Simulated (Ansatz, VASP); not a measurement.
GePt in VASP and in Ansatz

File INCAR:

```
ALGO = Normal
EDIFF = 1E-6
ENCUT = 520
GGA = PE
ISIF = 2
ISMEAR = 0
LASPH = T
LCHARG = T
LELF = T
LREAL = F
LVHAR = T
LWAVE = F
NBANDS = 58
NELM = 80
PREC = Accurate
SIGMA = 0.1
```

Contents of KPOINTS:

```
k-points
0
Gamma
  4 6 4
```

POSCAR

```
GePt
1.0
    5.7190000000      0.0000000000      0.0000000000
    0.0000000000      3.6970000000      0.0000000000
    0.0000000000      0.0000000000      6.0840000000
Ge Pt
4 4
Direct
    0.1850000000      0.2500000000      0.5900000000
    0.3150000000      0.7500000000      0.0900000000
    0.6850000000      0.2500000000      0.9100000000
    0.8150000000      0.7500000000      0.4100000000
    0.9995000000      0.2500000000      0.1908000000
    0.5005000000      0.7500000000      0.6908000000
    0.4995000000      0.2500000000      0.3092000000
    0.0005000000      0.7500000000      0.8092000000
```

Input for Ansatz:

```yaml
crystal:
  lattice:
    - [5.719, 0.0, 0.0]
    - [0.0, 3.697, 0.0]
    - [0.0, 0.0, 6.084]
  atoms:
    - { symbol: Ge, position: [0.185, 0.25, 0.59] }
    - { symbol: Ge, position: [0.315, 0.75, 0.09] }
    - { symbol: Ge, position: [0.685, 0.25, 0.91] }
    - { symbol: Ge, position: [0.815, 0.75, 0.41] }
    - { symbol: Pt, position: [0.9995, 0.25, 0.1908] }
    - { symbol: Pt, position: [0.5005, 0.75, 0.6908] }
    - { symbol: Pt, position: [0.4995, 0.25, 0.3092] }
    - { symbol: Pt, position: [0.0005, 0.75, 0.8092] }
basis:
  ecutwfc: 420
kpoints:
  mp_grid: { grid: [4, 6, 4] }
hamiltonian:
  xc: pbe
  pseudopotentials: { kind: paw }
scf:
  occupations: { method: gaussian, width: 0.1 }
output:
  forces: true
  stress: true
  eigenvalues: true
```

Alike in both runs: task single point; functional PBE; k mesh 4 × 6 × 4; occupations gaussian, width 0.1 eV; no spin polarisation.

```csv
,VASP,Ansatz
version,VASP 6.6.1,Ansatz 0.2.0
potentials or method,"VASP PAW PBE potentials, release 64 (Ge_d, Pt), cutoff 520 eV","scalar-relativistic, plane waves, PAW"
valence electrons in the cell,96,128
```

|  | VASP | Ansatz | Ansatz less VASP |
| --- | --- | --- | --- |
| gap on the k mesh at the Fermi level (eV) | none | none | - |
| pressure (GPa) | 8.3 | 8.3 | +0.01 |
| traceless stress, the component that is largest in VASP (GPa) | 0.41 | 0.40 | -0.010 |
| rms of the force components (eV/Å) | 0.068 | 0.067 | -0.0012 |

Atom by atom the forces differ by 0.002 eV/Å (rms over components). A gap of «none» marks a metal or a gap that the smearing closes. VASP's potentials hold 96 valence electrons a cell and Ansatz's 128, so a difference there can come from the potentials and not from the codes.

Neither program's run includes spin-orbit coupling.
